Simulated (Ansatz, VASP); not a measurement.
## AlCr2C in VASP and in Ansatz

```xyz
8
Lattice="2.8419 0.0000 0.0000 -1.4209 2.4611 0.0000 0.0000 0.0000 12.6896" Properties=species:S:1:pos:R:3 pbc="T T T"
Al    1.4209    0.8204    3.1724
Al    0.0000    1.6408    9.5172
Cr    0.0000    1.6408    5.2751
Cr    1.4209    0.8204   11.6199
Cr    1.4209    0.8204    7.4146
Cr    0.0000    1.6408    1.0698
C     0.0000    0.0000    6.3448
C     0.0000    0.0000    0.0000
```

Alike in both runs: functional PBE; k mesh 12 × 12 × 4; occupations gaussian, width 0.1 eV; no spin polarisation.

Ansatz relaxed the structure, and its values are those at the end. VASP's run is a single point on that final structure, the one shown.

|  | VASP | Ansatz |
| --- | --- | --- |
| version | VASP 6.6.1 | Ansatz 0.2.0 |
| potentials or method | VASP PAW PBE potentials, release 64 (Al, Cr_pv, C), cutoff 520 eV | scalar-relativistic, plane waves, PAW |
| valence electrons in the cell | 62 | 70 |

Ansatz gave:

* gap on the k mesh at the Fermi level (eV): none
* pressure (GPa): 0.0
* rms of the force components (eV/Å): 0.000

Question: Which values does VASP return?

Answer: gap on the k mesh at the Fermi level (eV): none; pressure (GPa): 0.1; rms of the force components (eV/Å): 0.017.

A gap of «none» marks a metal or a gap that the smearing closes. The functional is the same, so the differences come from potentials, cutoffs and numerics. VASP's potentials hold 62 valence electrons a cell and Ansatz's 70, so a difference there can come from the potentials and not from the codes.
